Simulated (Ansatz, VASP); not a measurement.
SrO: VASP beside Ansatz

POSCAR

```
SrO
1.0
    3.4178012153      0.0000000000      0.0000000000
   -1.7089006077      2.9599026776      0.0000000000
    0.0000000000      0.0000000000      6.3532764180
Sr O
2 2
Direct
    0.3333333300      0.6666666700      0.2500000000
    0.6666666700      0.3333333300      0.7500000000
    0.0000000000      0.0000000000      0.0000000000
    0.0000000000      0.0000000000      0.5000000000
```

Contents of INCAR.step1:

```
PREC = Accurate
ENCUT = 520
ISMEAR = 0
SIGMA = 0.02
LREAL = F
LASPH = T
NELM = 150
ISPIN = 2
MAGMOM = 0 0 0 0
NBANDS = 28
GGA = PE
ALGO = Normal
EDIFF = 1E-4
LWAVE = T
LCHARG = F
```

The input INCAR.step2:

```
PREC = Accurate
ENCUT = 520
EDIFF = 1E-7
ISMEAR = 0
SIGMA = 0.02
LREAL = F
LASPH = T
NELM = 150
ALGO = Normal
ISIF = 2
LWAVE = F
LCHARG = T
ISPIN = 2
MAGMOM = 0 0 0 0
LORBIT = 11
METAGGA = R2SCAN
LMIXTAU = T
LELF = T
LVHAR = T
NBANDS = 28
ISTART = 1
```

Contents of KPOINTS:

```
regular mesh
0
Gamma
  9 9 6
```

Input for Ansatz:

```yaml
crystal:
  lattice:
    - [3.4178012153, 0.0, 0.0]
    - [-1.7089006077, 2.9599026776, 0.0]
    - [0.0, 0.0, 6.353276418]
  atoms:
    - { symbol: Sr, position: [0.33333333, 0.66666667, 0.25] }
    - { symbol: Sr, position: [0.66666667, 0.33333333, 0.75] }
    - { symbol: O, position: [0.0, 0.0, 0.0] }
    - { symbol: O, position: [0.0, 0.0, 0.5] }
kpoints:
  mp_grid: { grid: [9, 9, 6] }
hamiltonian:
  xc: r2scan
scf:
  occupations: { method: gaussian, width: 0.02 }
output:
  forces: true
  eigenvalues: true
  stress: true
magnetization:
  spin_polarized: true
```

Alike in both runs: task single point; functional r2SCAN; k mesh 9 × 9 × 6; occupations gaussian, width 0.02 eV; collinear spin.

|  | VASP | Ansatz |
| --- | --- | --- |
| version | VASP 6.6.1 | Ansatz 0.2.0 |
| potentials or method | VASP PAW PBE potentials, release 64 (Sr_sv, O) | scalar-relativistic, plane waves, PAW |
| plane-wave cutoff (eV) | 520 | 500 |
| valence electrons in the cell | 32 | 32 |

```csv
,VASP,Ansatz,Ansatz less VASP
gap on the k mesh at the Fermi level (eV),3.70,3.74,+0.046
pressure (GPa),5.0,4.3,-0.70
"traceless stress, the component that is largest in VASP (GPa)",-7.63,-7.63,+0.001
net moment per atom (μB),0.00,0.00,0.000
```

VASP's potentials were made for PBE, not for r2SCAN. With one functional, cell and mesh, what is left measures potentials, basis and numerics. Ansatz's warnings: no starting moments.
